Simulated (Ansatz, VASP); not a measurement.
# InAs: VASP beside Ansatz

```xyz
2
Lattice="0.0000 2.8265 2.8265 2.8265 0.0000 2.8265 2.8265 2.8265 0.0000" Properties=species:S:1:pos:R:3 pbc="T T T"
In    2.8265    2.8265    2.8265
As    0.0000    0.0000    0.0000
```

Alike in both runs: functional PBEsol; k mesh 12 × 12 × 12; occupations gaussian, width 0.1 eV; no spin polarisation.

Ansatz relaxed the structure, and its values are those at the end. VASP's run is a single point on that final structure, the one shown.

|  | VASP | Ansatz |
| --- | --- | --- |
| version | VASP 6.6.1 | Ansatz 0.2.0 |
| potentials or method | VASP PAW PBE potentials, release 64 (In_d, As), cutoff 520 eV | scalar-relativistic, plane waves, PAW |
| valence electrons in the cell | 18 | 28 |

```tsv
	VASP	Ansatz	Ansatz less VASP
gap on the k mesh at the Fermi level (eV)	none	none	-
pressure (GPa)	0.1	0.0	-0.12
```

VASP's potentials were made for PBE, not for PBEsol. A gap of «none» marks a metal or a gap that the smearing closes. With one functional, cell and mesh, what is left measures potentials, basis and numerics. VASP's potentials hold 18 valence electrons a cell and Ansatz's 28, so a difference there can come from the potentials and not from the codes.
